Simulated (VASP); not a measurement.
Write the native input for VASP 6.6.1 that does the following.

| Quantity | Value |
| --- | --- |
| Task | single point |
| Functional | LDA |
| Potentials or basis | VASP PAW LDA potentials, release 64 (Ag) |
| Cutoff | 520 eV |
| k mesh | 10 × 10 × 10 |
| Occupations | fermi-dirac, width 0.1 eV |
| Spin | no spin polarisation |
| Dipole correction | no |
| Further INCAR settings | ALGO = Normal; EDIFF = 1e-06; NBANDS = 18 |

The structure of Ag lies in POSCAR:

```
Ag
1.0
    0.0000000000      2.8413253513      2.8413253513
    2.8413253513      0.0000000000      2.8413253513
    2.8413253513      2.8413253513      0.0000000000
Ag
2
Direct
    0.1250000000      0.1250000000      0.1250000000
    0.8750000000      0.8750000000      0.8750000000
```

This cell differs from its parent crystal: volume scaled by 0.88.

These files were run (other wordings do the same):

INCAR

```
ALGO = Normal ; EDIFF = 1E-6
ENCUT = 520 ; GGA = CA
ISIF = 2 ; ISMEAR = -1
LASPH = T ; LCHARG = F
LREAL = F ; LWAVE = F
NBANDS = 18 ; NELM = 80
PREC = Accurate ; SIGMA = 0.1
```

KPOINTS

```
k-points
0
Gamma
  10 10 10
```

Potentials or basis: VASP PAW LDA potentials, release 64 (Ag).

Run with:

```console
$ cat potpaw_LDA.64/Ag/POTCAR > POTCAR
$ mpirun -np 1 vasp_std > vasp.out
```

It gave:

```json
{
 "Pressure": "9.4 GPa",
 "Band gap on the k mesh": "zero (band 11 reaches 5.32 eV, above the bottom of band 12 at 4.03 eV)"
}
```

Wall time 34 s on 1 thread of AMD EPYC 9R45 (Zen 5) (shared host), peak memory 0.13 GiB.
